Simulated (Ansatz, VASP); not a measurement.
Mg2ZnCd9S6O6: VASP beside Ansatz

```
O Mg S Zn Cd
1.0
     5.79441    3.37660   -0.05620
    -0.00088    6.64944    6.16301
     5.68113   -3.28583    6.12059
O Mg S Zn Cd
6 2 6 1 9
Direct
  0.99272 0.37015 0.01953
  0.99426 0.67050 0.70608
  0.90212 0.74447 0.07748
  0.39151 0.60953 0.27121
  0.40032 0.93500 0.94130
  0.39205 0.27627 0.61168
  0.04388 0.58102 0.91939
  0.54561 0.12317 0.44683
  0.96461 0.02930 0.32649
  0.44739 0.54283 0.87442
  0.48782 0.86791 0.51521
  0.45044 0.19452 0.20007
  0.90512 0.43672 0.42284
  0.90142 0.09785 0.78351
  0.07341 0.26167 0.21870
  0.19704 0.16850 0.84702
  0.18998 0.50690 0.50218
  0.17825 0.80053 0.12961
  0.64835 0.33710 0.67008
  0.66325 0.67662 0.30143
  0.65932 0.97128 0.01927
  0.08047 0.89259 0.57772
  0.61568 0.41586 0.09778
  0.61966 0.76113 0.75293
```

Alike in both runs: functional PBE; k mesh 3 × 2 × 2; occupations gaussian, width 0.1 eV; no spin polarisation.

Ansatz relaxed the structure, and its values are those at the end. VASP's run is a single point on that final structure, the one shown.

|  | VASP | Ansatz |
| --- | --- | --- |
| version | VASP 6.6.1 | Ansatz 0.2.0 |
| potentials or method | VASP PAW PBE potentials, release 64 (O, Mg, S, Zn, Cd), cutoff 520 eV | scalar-relativistic, plane waves, PAW |
| valence electrons in the cell | 196 | 284 |

|  | VASP | Ansatz | Ansatz less VASP |
| --- | --- | --- | --- |
| gap on the k mesh at the Fermi level (eV) | 0.54 | 0.54 | +0.001 |
| least direct gap on the mesh (eV) | 0.54 | 0.54 | +0.001 |
| pressure (GPa) | 0.5 | 0.0 | -0.45 |
| rms of the force components (eV/Å) | 0.024 | 0.006 | -0.0181 |

VASP's potentials hold 196 valence electrons a cell and Ansatz's 284, so a difference there can come from the potentials and not from the codes.
